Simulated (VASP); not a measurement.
# BeSe5 (P4/mmm) in VASP: a series of runs

The runs below take BeSe5 through single point, with PBE.

All numbers are computed with VASP 6.6.1; they aren't measurements. Logs are shortened: lines on timing, memory, paths and dates and some standing lists are left out, and cuts for length are marked.

## 1. The cell of the first run

It takes space group P4/mmm (No. 123, tetragonal). Conventional cell: a = 3.215 Å, b = 3.215 Å, c = 11.571 Å, α = 90.00°, β = 90.00°, γ = 90.00°. Be (site symmetry 4/mmm) has 8 Se at 2.60 Å and 4 Be at 3.22 Å within 3.4 Å. Within 3.8 Å of Se (site symmetry 4mm) lie 13 Se at 2.91 to 3.62 Å. Se (site symmetry 4mm) has 5 Se at 2.51 to 3.22 Å and 4 Be at 2.60 Å within 3.3 Å. Within 3.8 Å of Se (site symmetry 4/mmm) lie 12 Se at 2.91 to 3.22 Å.

The cell was built from a structure type or drawn by symmetry, and may not be a known phase.

## 2. Single point, PBE

File INCAR:

```
SYSTEM = BeSe5
PREC     = Accurate       ! precision mode
ENCUT    = 520            ! plane-wave cutoff, eV
EDIFF    = 1E-6           ! SCF threshold, eV
ISMEAR   = 0              ! smearing method
SIGMA    = 0.1            ! smearing width, eV
LREAL    = .False.        ! projectors in reciprocal space
LASPH    = .True.         ! aspherical terms in the spheres
NELM     = 100            ! most SCF steps
ALGO     = Normal         ! electronic algorithm
ISIF     = 2              ! what is computed and relaxed
LWAVE    = .False.        ! write WAVECAR
LCHARG   = .False.        ! write CHGCAR
GGA      = PE             ! functional
NBANDS   = 25             ! bands
```

File KPOINTS:

```
regular mesh
0
Gamma
  6 6 2
  0 0 0
```

File POSCAR:

```
BeSe5
1.0
    3.2152056563      0.0000000000      0.0000000000
    0.0000000000      3.2152056563      0.0000000000
    0.0000000000      0.0000000000     11.5711433828
Be Se
1 5
Direct
    0.5000000000      0.5000000000      0.0000000000
    0.5000000000      0.5000000000      0.3435835670
    0.5000000000      0.5000000000      0.6564164330
    0.0000000000      0.0000000000      0.1084750989
    0.0000000000      0.0000000000      0.8915249011
    0.0000000000      0.0000000000      0.5000000000
```

Potentials or basis: VASP PAW PBE potentials, release 64 (Be, Se).

On the command line:

```console
> cat potpaw_PBE.64/Be/POTCAR potpaw_PBE.64/Se/POTCAR > POTCAR
> mpirun -np 1 vasp_std > vasp.out
```

OUTCAR:

```text
SYSTEM = BeSe5
   PREC = Accurate
   ENCUT = 520
   EDIFF = 1E-6
   ISMEAR = 0
   LREAL = .False.
   LASPH = .True.
   NELM = 100
   ISIF = 2
   GGA = PE

 ion  position               nearest neighbor table
   1  0.500  0.500  0.000-
   2  0.500  0.500  0.344-
   3  0.500  0.500  0.656-
   4  0.000  0.000  0.108-   5 2.51
   5  0.000  0.000  0.892-   4 2.51
   6  0.000  0.000  0.500-

  LATTYP: Found a simple tetragonal cell.
 ALAT       =     3.2152056563
 C/A-ratio  =     3.5988812598

  Lattice vectors:

 A1 = (   3.2152056563,   0.0000000000,   0.0000000000)
 A2 = (   0.0000000000,   3.2152056563,   0.0000000000)
 A3 = (   0.0000000000,   0.0000000000,  11.5711433828)

Analysis of symmetry for initial positions (statically):
=====================================================================
 Subroutine PRICEL returns:
 Original cell was already a primitive cell.

 Routine SETGRP: Setting up the symmetry group for a
 simple tetragonal supercell.

 Subroutine GETGRP returns: Found 16 space group operations
 (whereof 16 operations were pure point group operations)
 out of a pool of 16 trial point group operations.

The static configuration has the point symmetry D_4h.

Analysis of symmetry for dynamics (positions and initial velocities):
=====================================================================
 Subroutine PRICEL returns:
 Original cell was already a primitive cell.

 Routine SETGRP: Setting up the symmetry group for a
 simple tetragonal supercell.

 Subroutine GETGRP returns: Found 16 space group operations
 (whereof 16 operations were pure point group operations)
 out of a pool of 16 trial point group operations.

The dynamic configuration has the point symmetry D_4h.

 Subroutine INISYM returns: Found 16 space group operations
 (whereof 16 operations are pure point group operations),
 and found     1 'primitive' translations

----------------------------------------------------------------------------------------

                                     Primitive cell

  volume of cell :     119.6172

  direct lattice vectors                    reciprocal lattice vectors
     3.215205656  0.000000000  0.000000000     0.311022095  0.000000000  0.000000000
     0.000000000  3.215205656  0.000000000     0.000000000  0.311022095  0.000000000
     0.000000000  0.000000000 11.571143383     0.000000000  0.000000000  0.086421883

  length of vectors
     3.215205656  3.215205656 11.571143383     0.311022095  0.311022095  0.086421883

  position of ions in fractional coordinates (direct lattice)
     0.500000000  0.500000000  0.000000000
     0.500000000  0.500000000  0.343583567
     0.500000000  0.500000000  0.656416433
     0.000000000  0.000000000  0.108475099
     0.000000000  0.000000000  0.891524901
     0.000000000  0.000000000  0.500000000

  ion indices of the primitive-cell ions
   primitive index   ion index
                 1           1
                 2           2
                 3           3
                 4           4
                 5           5
                 6           6

----------------------------------------------------------------------------------------

 KPOINTS: regular mesh

Automatic generation of k-mesh.
 Grid dimensions read from file:
 generate k-points for:    6    6    2

 Generating k-lattice:

  Cartesian coordinates                     Fractional coordinates (reciprocal lattice)
     0.051837016  0.000000000  0.000000000     0.166666667  0.000000000  0.000000000
     0.000000000  0.051837016  0.000000000     0.000000000  0.166666667  0.000000000
     0.000000000  0.000000000  0.043210942     0.000000000  0.000000000  0.500000000

  Length of vectors
     0.051837016  0.051837016  0.043210942

  Shift w.r.t. Gamma in fractional coordinates (k-lattice)
     0.000000000  0.000000000  0.000000000

 Subroutine IBZKPT returns following result:
 ===========================================

 Found     20 irreducible k-points:

 Following reciprocal coordinates:
            Coordinates               Weight
  0.000000  0.000000  0.000000      1.000000
  0.166667  0.000000  0.000000      4.000000
  0.333333  0.000000  0.000000      4.000000
  0.500000  0.000000  0.000000      2.000000
  0.166667  0.166667  0.000000      4.000000
  0.333333  0.166667  0.000000      8.000000
[... 12 lines left out ...]
  0.500000  0.333333  0.500000      4.000000
  0.500000  0.500000  0.500000      1.000000
   k-points           NKPTS =     20   k-points in BZ     NKDIM =     20   number of bands    NBANDS=     25
   number of dos      NEDOS =    301   number of ions     NIONS =      6
   total plane-waves  NPLWV =  51840
   dimension x,y,z NGX =    24 NGY =   24 NGZ =   90
   dimension x,y,z NGXF=    48 NGYF=   48 NGZF=  180
   ions per type =               1   5
   NGX,Y,Z   is equivalent  to a cutoff of  12.41, 12.41, 12.93 a.u.
   NGXF,Y,Z  is equivalent  to a cutoff of  24.82, 24.82, 25.86 a.u.
 SYSTEM =  BeSe5
   PREC   = accura    normal or accurate (medium, high low for compatibility)
   ISTART =      0    job   : 0-new  1-cont  2-samecut
   ICHARG =      2    charge: 1-file 2-atom 10-const
   ISPIN  =      1    spin polarized calculation?
   LNONCOLLINEAR =      F non collinear calculations
   LSORBIT =      F    spin-orbit coupling
   LASPH  =      T    aspherical Exc in radial PAW
   ENCUT  =  520.0 eV  38.22 Ry    6.18 a.u.   5.98  5.98 21.51*2*pi/ulx,y,z
   NELM   =    100;   NELMIN=  2; NELMDL= -5     # of ELM steps
   EDIFF  = 0.1E-05   stopping-criterion for ELM
   LREAL  =      F    real-space projection
   EDIFFG = 0.1E-04   stopping-criterion for IOM
   NSW    =      0    number of steps for IOM
   IBRION =     -1    ionic relax: 0-MD 1-quasi-New 2-CG
   NFREE  =      0    steps in history (QN), initial steepest desc. (CG)
   ISIF   =      2    stress and relaxation
   ISYM   =      2    0-nonsym 1-usesym 2-fastsym
   POTIM  = 0.5000    time-step for ionic-motion
   TEBEG  =    0.0;   TEEND  =   0.0 temperature during run
   PSTRESS=    0.0 pullay stress
   NELECT =      32.0000    total number of electrons
   NUPDOWN=      -1.0000    fix difference up-down
   EMIN   =  10.00;   EMAX   =-10.00  energy-range for DOS
   EFERMI =   0.00;   METHOD = LEGACY
   ISMEAR =     0;   SIGMA  =   0.10  broadening in eV -4-tet -1-fermi 0-gaus
   EFERMI_NEDOS =   21; number of points for ismear=-14 and -15
   IALGO  =     38    algorithm
   IMIX   =      4    mixing-type and parameters
     AMIX     =   0.40;   BMIX     =  1.00
     AMIX_MAG =   1.60;   BMIX_MAG =  1.00
  volume/ion in A,a.u.               =      19.94       134.54
  Fermi-wavevector in a.u.,A,eV,Ry     =   1.054857  1.993391 15.139517  1.112723
  Thomas-Fermi vector in A             =   2.190033
   LORBIT       =      0    0 simple, 1 ext, 2 COOP (PROOUT), +10 PAW based schemes
   GGA     = PE    functional components
   LHFCALC =     F    Hartree Fock is set to
   AEXX    =    0.0000 exact exchange contribution
   IVDW    =     0    specifies the selected vdW correction
   LEPSILON=     F    determine dielectric tensor
   LRPA    =     F    only Hartree local field effects (RPA)
 non-spin polarized calculation
 Gauss-broadening in eV      SIGMA  =   0.10
  energy-cutoff  :      520.00
  volume of cell :      119.62
 maximum number of plane-waves:      3254
 NGX is ok and might be reduce to    24
   NGX = 11   NGY = 11   NGZ = 43

 number of electron      31.9999994 magnetization

 Free energy of the ion-electron system (eV)
  ---------------------------------------------------
  ext. energy  EPLUGINS =         0.00000000
  ---------------------------------------------------
  free energy    TOTEN  =       -18.55868474 eV

  energy without entropy =      -18.54710661  energy(sigma->0) =      -18.55289568

 E-fermi :   4.9322     XC(G=0): -10.1010

 val. band max:        4.8831465771   @ k =   0.3333   0.0000   0.5000
 cond. band min:       4.9542619592   @ k =   0.5000   0.1667   0.0000
 fundamental gap:      0.0711153821
 Fermi energy:         4.9321621719

 k-point     1 :       0.0000    0.0000    0.0000
  band No.  band energies     occupation
      1     -11.1871      2.00000
      2     -10.9077      2.00000
      3      -9.1099      2.00000
      4      -8.1772      2.00000
      5      -6.5872      2.00000
      6      -0.9161      2.00000
[... 17 lines left out ...]
     24      10.3096      0.00000
     25      10.5951      0.00000

 k-point     2 :       0.1667    0.0000    0.0000
  band No.  band energies     occupation
      1     -10.8904      2.00000
      2     -10.6451      2.00000
      3      -8.8421      2.00000
      4      -7.9611      2.00000
      5      -6.6261      2.00000
      6      -0.8769      2.00000
[... 17 lines left out ...]
     24      11.1858      0.00000
     25      11.7440      0.00000

 k-point     3 :       0.3333    0.0000    0.0000
  band No.  band energies     occupation
      1     -10.2335      2.00000
      2      -9.8151      2.00000
      3      -8.1568      2.00000
      4      -7.4913      2.00000
      5      -7.1241      2.00000
      6      -1.6648      2.00000
[... 17 lines left out ...]
     24      11.4366      0.00000
     25      11.6465      0.00000

 k-point     4 :       0.5000    0.0000    0.0000
  band No.  band energies     occupation
      1      -9.8681      2.00000
      2      -8.7093      2.00000
      3      -8.1548      2.00000
      4      -7.6251      2.00000
      5      -7.3053      2.00000
      6      -2.6866      2.00000
[... 17 lines left out ...]
     24      11.7273      0.00000
     25      11.8436      0.00000
[... 365 lines left out ...]
 k-point    18 :       0.3333    0.3333    0.5000
  band No.  band energies     occupation
      1      -9.4220      2.00000
      2      -8.7131      2.00000
      3      -7.2343      2.00000
      4      -7.0301      2.00000
      5      -6.7834      2.00000
      6      -0.8389      2.00000
[... 17 lines left out ...]
     24       9.7559      0.00000
     25      12.3377      0.00000

 k-point    19 :       0.5000    0.3333    0.5000
  band No.  band energies     occupation
      1      -9.0716      2.00000
      2      -7.8755      2.00000
      3      -7.2851      2.00000
      4      -6.9065      2.00000
      5      -6.5861      2.00000
      6      -1.7712      2.00000
[... 17 lines left out ...]
     24       9.6359      0.00000
     25      11.9574      0.00000

 k-point    20 :       0.5000    0.5000    0.5000
  band No.  band energies     occupation
      1      -8.7231      2.00000
      2      -7.4977      2.00000
      3      -6.8849      2.00000
      4      -6.6013      2.00000
      5      -6.2835      2.00000
      6      -1.3659      2.00000
[... 17 lines left out ...]
     24       8.7307      0.00000
     25      11.2348      0.00000

------------------------ aborting loop because EDIFF is reached ----------------------------------------

  FORCE on cell =-STRESS in cart. coord.  units (eV):
  Direction    XX          YY          ZZ          XY          YZ          ZX
  --------------------------------------------------------------------------------------
  -------------------------------------------------------------------------------------
  Total        0.0278395      0.0278395      0.0947617      0.0000000      0.0000000     -0.0000000
  in kB        0.3728884      0.3728884      1.2692573      0.0000000      0.0000000     -0.0000000
  external PRESSURE =       0.6716780 kB  Pullay stress =       0.0000000 kB

 VOLUME and BASIS-vectors are now :
 -----------------------------------------------------------------------------
  energy-cutoff  :      520.00
  volume of cell :      119.62
      direct lattice vectors                 reciprocal lattice vectors
     3.215205656  0.000000000  0.000000000     0.311022095  0.000000000  0.000000000
     0.000000000  3.215205656  0.000000000     0.000000000  0.311022095  0.000000000
     0.000000000  0.000000000 11.571143383     0.000000000  0.000000000  0.086421883

 POSITION                                       TOTAL-FORCE (eV/Angst)
 -----------------------------------------------------------------------------------
      1.60760      1.60760      0.00000         0.000000      0.000000      0.000000
      1.60760      1.60760      3.97565         0.000000      0.000000     -0.012244
      1.60760      1.60760      7.59549         0.000000     -0.000000      0.012244
      0.00000      0.00000      1.25518        -0.000000     -0.000000      0.022576
      0.00000      0.00000     10.31596         0.000000      0.000000     -0.022576
      0.00000      0.00000      5.78557         0.000000      0.000000      0.000000
 -----------------------------------------------------------------------------------
    total drift:                               -0.000000      0.000000      0.000000

  FREE ENERGIE OF THE ION-ELECTRON SYSTEM (eV)
  ---------------------------------------------------
  free  energy   TOTEN  =       -18.5586847426 eV

  energy  without entropy=      -18.5471066121  energy(sigma->0) =      -18.55289568
```

Wall time 29 s (1 thread of Intel Xeon Platinum 8559C (Emerald Rapids), shared host); peak memory 0.22 GiB.

Results:

* Free energy: -18.5587 eV
* Pressure: 0.1 GPa
* Largest force: 0.023 eV/Å
* Band gap on the k mesh: zero (bands 16 and 17 overlap by 2.37 eV)

Forces in eV/Å, atoms in the order of the input:
```
Be   0.000  0.000  0.000
Se   0.000  0.000 -0.012
Se   0.000  0.000  0.012
Se   0.000  0.000  0.023
Se   0.000  0.000 -0.023
Se   0.000  0.000  0.000
```

## 3. Single point, PBE

This run uses another cell than the first one, of 26.27 Å³/atom.

File INCAR:

```
SYSTEM = BeSe5
PREC = Accurate
ENCUT = 520
EDIFF = 1E-7
ISMEAR = 0
SIGMA = 0.1
LREAL = .False.
LASPH = .True.
NELM = 100
ALGO = Normal
ISIF = 2
LWAVE = .False.
LCHARG = .False.
GGA = PE
NBANDS = 25
```

KPOINTS is that of step 2.

File POSCAR:

```
BeSe5
1.0
    3.3383090300      0.0000000000      0.0000000000
    0.0000000000      3.3383090300      0.0000000000
    0.0000000000      0.0000000000     14.1409695500
Be Se
1 5
Direct
    0.5000000000      0.5000000000      0.0000000000
    0.5000000000      0.5000000000      0.3344822800
    0.5000000000      0.5000000000      0.6655177200
    0.0000000000      0.0000000000      0.1759868000
    0.0000000000      0.0000000000      0.8240132000
    0.0000000000      0.0000000000      0.5000000000
```

Potentials or basis: VASP PAW PBE potentials, release 64 (Be, Se).

On the command line:

```console
> cat potpaw_PBE.64/Be/POTCAR potpaw_PBE.64/Se/POTCAR > POTCAR
> mpirun -np 1 vasp_std > vasp.out
```

It took 64 s on 1 thread of Intel Xeon Platinum 8559C (Emerald Rapids), shared host; peak memory 0.28 GiB.

Results (log left out):

```yaml
Free_energy: -14.3912 eV
Pressure: -10.1 GPa
Largest_force: 0.275 eV/Å
Band_gap_on_the_k_mesh: zero (bands 16 and 17 overlap by 2.00 eV)
```

Forces on the atoms (eV/Å):
```
Be   0.000  0.000  0.000
Se   0.000  0.000 -0.091
Se   0.000  0.000  0.091
Se   0.000  0.000 -0.275
Se   0.000  0.000  0.275
Se   0.000  0.000  0.000
```

Stress tensor (GPa, compression positive):
```
 -9.19   0.00   0.00
  0.00  -9.19   0.00
  0.00   0.00 -11.87
```

Levels at points of the mesh, in eV from the Fermi level:
| k point | band 12 | band 13 | band 14 | band 15 | band 16 | band 17 | band 18 | band 19 |
| --- | --- | --- | --- | --- | --- | --- | --- | --- |
| (0.00, 0.00, 0.00) | -0.23 | -0.23 | 0.43 | 0.43 | 0.99 | 1.02 | 1.24 | 1.24 |
| (0.50, 0.00, 0.00) | -1.52 | -0.88 | -0.84 | 0.72 | 1.01 | 1.03 | 1.04 | 1.05 |
| (0.50, 0.50, 0.00) | -1.76 | -1.76 | -1.34 | -1.28 | -1.14 | -0.99 | -0.99 | -0.94 |
| (0.00, 0.00, 0.50) | -0.33 | -0.26 | -0.26 | 0.47 | 0.47 | 1.19 | 1.19 | 1.80 |
| (0.50, 0.00, 0.50) | -1.55 | -0.50 | 0.06 | 0.29 | 0.41 | 1.01 | 1.04 | 1.05 |
| (0.50, 0.50, 0.50) | -1.92 | -1.92 | -1.39 | -1.33 | -0.95 | -0.89 | -0.86 | -0.86 |

Caveat: the cell stands under tension.
